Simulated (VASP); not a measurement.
# Al3Ga2Sb5 (P1) in VASP: single point with PBE

Aim: the single point of Al3Ga2Sb5 with PBE.

All numbers are computed with VASP 6.6.1; they aren't measurements. Logs are shortened: lines on timing, memory, paths and dates and some standing lists are left out, and cuts for length are marked.

**1. The cell of the first run**

The typed cell holds 10 atoms: a = 4.432 Å, b = 4.431 Å, c = 15.663 Å, α = 98.13°, β = 98.11°, γ = 90.00°.

**2. Single point, PBE**

Input file INCAR:

```
PREC = Accurate
ENCUT = 520
EDIFF = 1E-7
ISMEAR = 0
SIGMA = 0.1
LREAL = F
LASPH = T
NELM = 60
ALGO = Normal
ISIF = 2
LWAVE = F
LCHARG = F
GGA = PE
NBANDS = 41
```

Input file KPOINTS:

```
regular mesh
0
Gamma
  4 4 4
```

Input file POSCAR:

```
Al3Ga2Sb5
1.0
    0.0001032047     -4.4319858096      0.0007284129
    4.4308009829     -0.0001031411      0.0003907386
   -2.2161182846      2.2111920385     15.3464579595
Al Ga Sb
3 2 5
Direct
    0.8997624364      0.8996097958      0.7995329769
    0.4998545108      0.5001855574     -0.0000263823
    0.0996987349      0.1007586015      0.2004524535
    0.7000249837      0.6994461093      0.4004018626
    0.3003017044      0.2999878138      0.5995743548
    0.3500162768      0.8500500534      0.6997282499
    0.9498880849      0.4497140677      0.8997686139
    0.5497445408      0.0502768519      0.1002061361
    0.1500868421      0.6505744282      0.3003209349
    0.7506218852      0.2493967210      0.5000407996
```

Potentials or basis: VASP PAW PBE potentials, release 64 (Al, Ga_d, Sb).

Started as:

```
$ cat potpaw_PBE.64/Al/POTCAR potpaw_PBE.64/Ga_d/POTCAR potpaw_PBE.64/Sb/POTCAR > POTCAR
$ mpirun -np 1 vasp_std > vasp.out
```

OUTCAR:

```text
PREC = Accurate
   ENCUT = 520
   EDIFF = 1E-7
   ISMEAR = 0
   LREAL = F
   LASPH = T
   NELM = 60
   ISIF = 2
   GGA = PE

 ion  position               nearest neighbor table
   1  0.900  0.900  0.800-   6 2.69   6 2.69   7 2.70   7 2.70
   2  0.500  0.500  1.000-   8 2.70   8 2.70   7 2.70   7 2.70
   3  0.100  0.101  0.200-   9 2.69   9 2.69   8 2.70   8 2.70
   4  0.700  0.699  0.400-  10 2.69  10 2.69   9 2.70   9 2.70
   5  0.300  0.300  0.600-  10 2.69  10 2.69   6 2.70   6 2.70
   6  0.350  0.850  0.700-   1 2.69   1 2.69   5 2.70   5 2.70
   7  0.950  0.450  0.900-   1 2.70   1 2.70   2 2.70   2 2.70
   8  0.550  0.050  0.100-   2 2.70   2 2.70   3 2.70   3 2.70
   9  0.150  0.651  0.300-   3 2.69   3 2.69   4 2.70   4 2.70
  10  0.751  0.249  0.500-   5 2.69   4 2.69   5 2.69   4 2.69

  LATTYP: Found a triclinic cell.
 ALAT       =    16.8681612788
 B/A-ratio  =     0.2627426782
 C/A-ratio  =     0.2626724353
 COS(alpha) =     0.0000465790
 COS(beta)  =     0.1313138280
 COS(gamma) =     0.3936829349

  Lattice vectors:

 A1 = (  -2.2162214893,   6.6431778481,  15.3457295466)
 A2 = (  -0.0001032047,   4.4319858096,  -0.0007284129)
 A3 = (  -4.4308009829,   0.0001031411,  -0.0003907386)

Analysis of symmetry for initial positions (statically):
=====================================================================
 Subroutine PRICEL returns:
 Original cell was already a primitive cell.

 Routine SETGRP: Setting up the symmetry group for a
 triclinic supercell.

 Subroutine GETGRP returns: Found  1 space group operations
 (whereof  1 operations were pure point group operations)
 out of a pool of  2 trial point group operations.

The static configuration has the point symmetry C_1 .

Analysis of symmetry for dynamics (positions and initial velocities):
=====================================================================
 Subroutine PRICEL returns:
 Original cell was already a primitive cell.

 Routine SETGRP: Setting up the symmetry group for a
 triclinic supercell.

 Subroutine GETGRP returns: Found  1 space group operations
 (whereof  1 operations were pure point group operations)
 out of a pool of  2 trial point group operations.

The dynamic configuration has the point symmetry C_1 .

 Subroutine INISYM returns: Found  1 space group operations
 (whereof  1 operations are pure point group operations),
 and found     1 'primitive' translations

----------------------------------------------------------------------------------------

                                     Primitive cell

  volume of cell :     301.3732

  direct lattice vectors                    reciprocal lattice vectors
     0.000103205 -4.431985810  0.000728413    -0.000008119 -0.225627149  0.032508281
     4.430800983 -0.000103141  0.000390739     0.225689953  0.000010612  0.032589420
    -2.216118285  2.211192039 15.346457960    -0.000005746  0.000010709  0.065159243

  length of vectors
     4.431985871  4.430801001 15.662513284     0.227957010  0.228030756  0.065159244

  position of ions in fractional coordinates (direct lattice)
     0.899762436  0.899609796  0.799532977
     0.499854511  0.500185557  0.999973618
     0.099698735  0.100758601  0.200452453
     0.700024984  0.699446109  0.400401863
     0.300301704  0.299987814  0.599574355
     0.350016277  0.850050053  0.699728250
     0.949888085  0.449714068  0.899768614
     0.549744541  0.050276852  0.100206136
     0.150086842  0.650574428  0.300320935
     0.750621885  0.249396721  0.500040800

  ion indices of the primitive-cell ions
   primitive index   ion index
                 1           1
                 2           2
                 3           3
                 4           4
                 5           5
                 6           6
                 7           7
                 8           8
                 9           9
                10          10

----------------------------------------------------------------------------------------

 KPOINTS: regular mesh

Automatic generation of k-mesh.
 Grid dimensions read from file:
 generate k-points for:    4    4    4

 Generating k-lattice:

  Cartesian coordinates                     Fractional coordinates (reciprocal lattice)
    -0.000002030 -0.056406787  0.008127070     0.250000000 -0.000000000  0.000000000
     0.056422488  0.000002653  0.008147355     0.000000000  0.250000000  0.000000000
    -0.000001436  0.000002677  0.016289811     0.000000000  0.000000000  0.250000000

  Length of vectors
     0.056989253  0.057007689  0.016289811

  Shift w.r.t. Gamma in fractional coordinates (k-lattice)
     0.000000000  0.000000000  0.000000000

 Subroutine IBZKPT returns following result:
 ===========================================

 Found     36 irreducible k-points:

 Following reciprocal coordinates:
            Coordinates               Weight
  0.000000  0.000000  0.000000      1.000000
  0.250000  0.000000 -0.000000      2.000000
  0.500000  0.000000 -0.000000      1.000000
  0.000000  0.250000  0.000000      2.000000
  0.250000  0.250000 -0.000000      2.000000
  0.500000  0.250000 -0.000000      2.000000
[... 16 lines left out ...]
 -0.000000 -0.250000  0.250000      2.000000
  0.250000 -0.250000  0.250000      2.000000
 [... further k-points ...]
   k-points           NKPTS =     36   k-points in BZ     NKDIM =     36   number of bands    NBANDS=     41
   number of dos      NEDOS =    301   number of ions     NIONS =     10
   total plane-waves  NPLWV = 155520
   dimension x,y,z NGX =    36 NGY =   36 NGZ =  120
   dimension x,y,z NGXF=    72 NGYF=   72 NGZF=  240
   ions per type =               3   2   5
   NGX,Y,Z   is equivalent  to a cutoff of  13.50, 13.51, 12.74 a.u.
   NGXF,Y,Z  is equivalent  to a cutoff of  27.01, 27.01, 25.47 a.u.
 SYSTEM =  unknown system
   PREC   = accura    normal or accurate (medium, high low for compatibility)
   ISTART =      0    job   : 0-new  1-cont  2-samecut
   ICHARG =      2    charge: 1-file 2-atom 10-const
   ISPIN  =      1    spin polarized calculation?
   LNONCOLLINEAR =      F non collinear calculations
   LSORBIT =      F    spin-orbit coupling
   LASPH  =      T    aspherical Exc in radial PAW
   ENCUT  =  520.0 eV  38.22 Ry    6.18 a.u.   8.24  8.24 29.12*2*pi/ulx,y,z
   NELM   =     60;   NELMIN=  2; NELMDL= -5     # of ELM steps
   EDIFF  = 0.1E-06   stopping-criterion for ELM
   LREAL  =      F    real-space projection
   EDIFFG = 0.1E-05   stopping-criterion for IOM
   NSW    =      0    number of steps for IOM
   IBRION =     -1    ionic relax: 0-MD 1-quasi-New 2-CG
   NFREE  =      0    steps in history (QN), initial steepest desc. (CG)
   ISIF   =      2    stress and relaxation
   ISYM   =      2    0-nonsym 1-usesym 2-fastsym
   POTIM  = 0.5000    time-step for ionic-motion
   TEBEG  =    0.0;   TEEND  =   0.0 temperature during run
   PSTRESS=    0.0 pullay stress
   NELECT =      60.0000    total number of electrons
   NUPDOWN=      -1.0000    fix difference up-down
   EMIN   =  10.00;   EMAX   =-10.00  energy-range for DOS
   EFERMI =   0.00;   METHOD = LEGACY
   ISMEAR =     0;   SIGMA  =   0.10  broadening in eV -4-tet -1-fermi 0-gaus
   EFERMI_NEDOS =   21; number of points for ismear=-14 and -15
   IALGO  =     38    algorithm
   IMIX   =      4    mixing-type and parameters
     AMIX     =   0.40;   BMIX     =  1.00
     AMIX_MAG =   1.60;   BMIX_MAG =  1.00
  volume/ion in A,a.u.               =      30.14       203.38
  Fermi-wavevector in a.u.,A,eV,Ry     =   0.955925  1.806436 12.432898  0.913792
  Thomas-Fermi vector in A             =   2.084807
   LORBIT       =      0    0 simple, 1 ext, 2 COOP (PROOUT), +10 PAW based schemes
   GGA     = PE    functional components
   LHFCALC =     F    Hartree Fock is set to
   AEXX    =    0.0000 exact exchange contribution
   IVDW    =     0    specifies the selected vdW correction
   LEPSILON=     F    determine dielectric tensor
   LRPA    =     F    only Hartree local field effects (RPA)
 non-spin polarized calculation
 Gauss-broadening in eV      SIGMA  =   0.10
  energy-cutoff  :      520.00
  volume of cell :      301.37
 maximum number of plane-waves:      8134
 NGX is ok and might be reduce to    36
   NGX = 17   NGY = 17   NGZ = 59

 number of electron      60.0000011 magnetization

 Free energy of the ion-electron system (eV)
  ---------------------------------------------------
  ext. energy  EPLUGINS =         0.00000000
  ---------------------------------------------------
  free energy    TOTEN  =       -39.14577556 eV

  energy without entropy =      -39.14577074  energy(sigma->0) =      -39.14577315

 E-fermi :   4.7030     XC(G=0):  -8.6306

 val. band max:        4.4598125368   @ k =   0.0000   0.0000   0.0000
 cond. band min:       4.9460058694   @ k =   0.0000   0.0000   0.0000
 fundamental gap:      0.4861933326
 Fermi energy:         4.7030262621

 k-point     1 :       0.0000    0.0000    0.0000
  band No.  band energies     occupation
      1     -10.3844      2.00000
      2     -10.3647      2.00000
      3     -10.3585      2.00000
      4     -10.3585      2.00000
      5     -10.3480      2.00000
      6     -10.3479      2.00000
[... 33 lines left out ...]
     40       7.3680      0.00000
     41       7.4188      0.00000

 k-point     2 :       0.2500    0.0000   -0.0000
  band No.  band energies     occupation
      1     -10.3825      2.00000
      2     -10.3679      2.00000
      3     -10.3588      2.00000
      4     -10.3568      2.00000
      5     -10.3493      2.00000
      6     -10.3490      2.00000
[... 33 lines left out ...]
     40       8.2491      0.00000
     41       8.3344      0.00000

 k-point     3 :       0.5000    0.0000   -0.0000
  band No.  band energies     occupation
      1     -10.3827      2.00000
      2     -10.3734      2.00000
      3     -10.3575      2.00000
      4     -10.3532      2.00000
      5     -10.3526      2.00000
      6     -10.3478      2.00000
[... 875 lines left out ...]
      2     -10.3679      2.00000
      3     -10.3587      2.00000
      4     -10.3568      2.00000
      5     -10.3494      2.00000
      6     -10.3490      2.00000
[... 33 lines left out ...]
     40       8.2539      0.00000
     41       8.3392      0.00000

 k-point    24 :       0.2500   -0.2500    0.2500
  band No.  band energies     occupation
      1     -10.3855      2.00000
      2     -10.3683      2.00000
      3     -10.3657      2.00000
      4     -10.3497      2.00000
      5     -10.3469      2.00000
      6     -10.3462      2.00000
[... 33 lines left out ...]
     40       8.6819      0.00000
     41       8.8214      0.00000

 [... further k-points ...]
[... 5 lines left out ...]
  --------------------------------------------------------------------------------------
  -------------------------------------------------------------------------------------
  Total        0.2744000      0.2464075      0.2332188      0.0019762      0.0267826     -0.0020258
  in kB        1.4587812      1.3099658      1.2398510      0.0105062      0.1423834     -0.0107695
  external PRESSURE =       1.3361993 kB  Pullay stress =       0.0000000 kB

 VOLUME and BASIS-vectors are now :
 -----------------------------------------------------------------------------
  energy-cutoff  :      520.00
  volume of cell :      301.37
      direct lattice vectors                 reciprocal lattice vectors
     0.000103205 -4.431985810  0.000728413    -0.000008119 -0.225627149  0.032508281
     4.430800983 -0.000103141  0.000390739     0.225689953  0.000010612  0.032589420
    -2.216118285  2.211192039 15.346457960    -0.000005746  0.000010709  0.065159243

 POSITION                                       TOTAL-FORCE (eV/Angst)
 -----------------------------------------------------------------------------------
      2.21423     -2.21991     12.27101        -0.000189     -0.000565     -0.000193
      0.00021     -0.00427     15.34661        -0.001527     -0.000050     -0.000092
      0.00223      0.00137      3.07635        -0.002504     -0.003027     -0.001148
      2.21184     -2.21721      6.14553         0.005126     -0.002869      0.002248
      0.00049     -0.00519      9.20168        -0.001028     -0.000194      0.004769
      2.21576     -0.00412     10.73894        -0.001321      0.000747     -0.014009
     -0.00130     -2.22038     13.80913         0.002066      0.000001      0.002435
      0.00075     -2.21489      1.53823         0.000549      0.000025      0.001214
      2.21703     -0.00118      4.60923        -0.001371      0.001364      0.009550
     -0.00304     -2.22109      7.67450         0.000198      0.004567     -0.004773
 -----------------------------------------------------------------------------------
    total drift:                               -0.000787     -0.001123      0.000264

  FREE ENERGIE OF THE ION-ELECTRON SYSTEM (eV)
  ---------------------------------------------------
  free  energy   TOTEN  =       -39.1457755582 eV

  energy  without entropy=      -39.1457707361  energy(sigma->0) =      -39.14577315
```

It took 21 min on 1 thread of AMD EPYC 7R43 (Zen 3), shared host; peak memory 0.57 GiB.

Results:

```yaml
Free_energy: -39.1458 eV
Pressure: 0.1 GPa
Largest_force: 0.014 eV/Å
Band_gap_on_the_k_mesh: 0.49 eV
```

Forces in eV/Å, atoms in the order of the input:
```
Al   0.000 -0.001  0.000
Al  -0.002  0.000  0.000
Al  -0.003 -0.003 -0.001
Ga   0.005 -0.003  0.002
Ga  -0.001  0.000  0.005
Sb  -0.001  0.001 -0.014
Sb   0.002  0.000  0.002
Sb   0.001  0.000  0.001
Sb  -0.001  0.001  0.010
Sb   0.000  0.005 -0.005
```

Levels at points of the mesh, in eV from the valence-band top:
| k point | band 28 | band 29 | band 30 | band 31 | band 32 | band 33 |
| --- | --- | --- | --- | --- | --- | --- |
| (0.00, 0.00, 0.00) | -0.09 | -0.08 | 0.00 | 0.49 | 0.87 | 1.12 |
| (0.50, 0.00, 0.00) | -1.05 | -1.04 | -0.94 | 0.74 | 1.27 | 1.62 |
| (0.00, 0.50, 0.00) | -1.06 | -1.05 | -0.94 | 0.74 | 1.27 | 1.62 |
| (0.50, 0.50, 0.00) | -2.46 | -2.25 | -2.23 | 1.22 | 1.27 | 1.77 |
| (0.00, 0.00, 0.50) | -0.57 | -0.40 | -0.40 | 1.00 | 1.04 | 1.23 |
| (0.50, 0.00, 0.50) | -1.05 | -1.04 | -0.94 | 0.74 | 1.28 | 1.62 |
| (0.00, 0.50, 0.50) | -1.06 | -1.05 | -0.94 | 0.74 | 1.27 | 1.62 |
| (0.50, 0.50, 0.50) | -2.46 | -2.25 | -2.23 | 1.22 | 1.27 | 1.77 |

Caveat: spin-orbit coupling is left out, which moves the levels of the heavy elements. A k mesh can miss the band edges.
